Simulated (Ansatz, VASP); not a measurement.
## BN in VASP and in Ansatz

```xyz
2
Lattice="0.0000 1.8044 1.8044 1.8044 0.0000 1.8044 1.8044 1.8044 0.0000" Properties=species:S:1:pos:R:3 pbc="T T T"
B     0.0000    0.0000    0.0000
N     0.9022    0.9022    0.9022
```

Alike in both runs: functional r2SCAN; k mesh 14 × 14 × 14; occupations fermi-dirac, width 0.02 eV; no spin polarisation.

Ansatz relaxed the structure, and its values are those at the end. VASP's run is a single point on that final structure, the one shown.

|  | VASP | Ansatz |
| --- | --- | --- |
| version | VASP 6.6.1 | Ansatz 0.2.0 |
| potentials or method | VASP PAW PBE potentials, release 64 (B_h, N_h), cutoff 910 eV | PAW plane waves |
| valence electrons in the cell | 8 | 8 |

Ansatz gave:

- gap on the k mesh at the Fermi level (eV): 4.99

Question: Which values does VASP return?

Answer: gap on the k mesh at the Fermi level (eV): 5.00.

VASP's potentials were made for PBE, not for r2SCAN. Ansatz's warnings: stress scf threshold loose.

Noted on VASP's run: the cutoff is short for stress, so the pressure is rough.
